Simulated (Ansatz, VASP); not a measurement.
## TiO in VASP and in Ansatz

Contents of INCAR:

```
ALGO     = Normal         # electronic algorithm
EDIFF    = 1E-7           # SCF threshold, eV
EDIFFG   = -0.01          # ionic threshold
ENCUT    = 600            # plane-wave cutoff, eV
GGA      = PS             # functional
IBRION   = 2              # ionic algorithm
ISIF     = 3              # what is computed and relaxed
ISMEAR   = 0              # smearing method
LASPH    = T              # aspherical terms in the spheres
LCHARG   = F              # write CHGCAR
LREAL    = F              # projectors in reciprocal space
LWAVE    = F              # write WAVECAR
NELM     = 60             # most SCF steps
NSW      = 80             # ionic steps
PREC     = Accurate       # precision mode
SIGMA    = 0.1            # smearing width, eV
```

File KPOINTS:

```
k-points
0
Gamma
  6 6 6
```

File POSCAR:

```
TiO
1.0
    4.9890877720      0.0000000000      0.0000000000
   -2.4945438860      4.3206767523      0.0000000000
    0.0000000000      0.0000000000      2.8733134400
Ti O
3 3
Direct
    0.6666666667      0.3333333333      0.5000000000
    0.3333333333      0.6666666667      0.5000000000
    0.0000000000      0.0000000000      0.0000000000
    0.6055592400      0.6055592400      0.0000000000
    0.3944407600      0.0000000000      0.0000000000
    0.0000000000      0.3944407600      0.0000000000
```

Input for Ansatz:

```yaml
crystal:
  lattice:
    - [4.989087772, 0.0, 0.0]
    - [-2.494543886, 4.3206767523, 0.0]
    - [0.0, 0.0, 2.87331344]
  atoms:
    - { symbol: Ti, position: [0.6666666667, 0.3333333333, 0.5] }
    - { symbol: Ti, position: [0.3333333333, 0.6666666667, 0.5] }
    - { symbol: Ti, position: [0.0, 0.0, 0.0] }
    - { symbol: O, position: [0.60555924, 0.60555924, 0.0] }
    - { symbol: O, position: [0.39444076, 0.0, 0.0] }
    - { symbol: O, position: [0.0, 0.39444076, 0.0] }
basis:
  ecutwfc: 420
kpoints:
  mp_grid: { grid: [6, 6, 6] }
hamiltonian:
  xc: pbesol
scf:
  occupations: { method: gaussian, width: 0.1 }
output:
  forces: true
  stress: true
  eigenvalues: true
relax:
  adjacent_minimum: "off"
  f_tol: 0.01
  max_steps: 60
  cell: { stress_tol: 0.05 }
```

Alike in both runs: task relaxation of cell and atoms; functional PBEsol; k mesh 6 × 6 × 6; occupations gaussian, width 0.1 eV; no spin polarisation.

|  | VASP | Ansatz |
| --- | --- | --- |
| version | VASP 6.6.1 | Ansatz 0.2.0 |
| potentials or method | VASP PAW PBE potentials, release 64 (Ti_sv, O), cutoff 600 eV | scalar-relativistic, plane waves, PAW |
| valence electrons in the cell | 54 | 54 |

```tsv
	VASP	Ansatz	Ansatz less VASP
gap on the k mesh at the Fermi level, each at its own relaxed structure (eV)	none	none	-
relaxed volume (Å³/atom)	10.09	10.06	-0.028
relaxed cell length with the largest relative difference (Å)	4.957	4.952	-0.0053
```

VASP's potentials were made for PBE, not for PBEsol. A gap of «none» marks a metal or a gap that the smearing closes.

The k mesh is coarse, so the values compare programs but aren't converged.
